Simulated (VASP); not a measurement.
Set up this calculation in VASP 6.6.1, as the native input.

```
Task                   : single point
Functional             : PBE
Potentials or basis    : VASP PAW PBE potentials, release 64 (H)
Cutoff                 : 520 eV
k mesh                 : 6 × 6 × 6
Occupations            : gaussian, width 0.02 eV
Spin                   : no spin polarisation
Dipole correction      : no
Further INCAR settings : ALGO = Normal; EDIFF = 1e-06; NBANDS = 10
```

The structure of H lies in POSCAR:

```
H
1.0
    3.4872038511      0.0000000000      0.0000000000
    0.0000000000      3.4872038511      0.0000000000
    0.0000000000      0.0000000000      4.9062574599
H
4
Direct
    0.0000000000      0.0000000000      0.9235081627
    0.0000000000      0.0000000000      0.0764918373
    0.5000000000      0.5000000000      0.4235081627
    0.5000000000      0.5000000000      0.5764918373
```

This cell differs from its parent crystal: biaxial strain in the a-b plane: -6.0 %, then relaxed in part.

These files were run (other wordings do the same):

INCAR

```
ALGO = Normal ; EDIFF = 1E-6
ENCUT = 520 ; GGA = PE
ISIF = 2 ; ISMEAR = 0
LASPH = True ; LCHARG = False
LREAL = False ; LWAVE = False
NBANDS = 10 ; NELM = 60
PREC = Accurate ; SIGMA = 0.02
```

KPOINTS

```
k-points
0
Gamma
  6 6 6
```

Potentials or basis: VASP PAW PBE potentials, release 64 (H).

Launch:

```sh
$ cat potpaw_PBE.64/H/POTCAR > POTCAR
$ mpirun -np 1 vasp_std > vasp.out
```

It gave:

The pressure is -0.1 GPa, the largest force is 0.010 eV/Å and the band gap on the k mesh is 9.43 eV.

Caveat: the cell differs from its parent crystal (biaxial strain in the a-b plane: -6.0 %, then relaxed in part); this functional lacks dispersion, which holds the molecules together, so the pressure and a relaxed volume are unreliable.

It took 26 s on 1 thread of Intel Xeon 8259CL (shared host), peak memory 0.16 GiB.
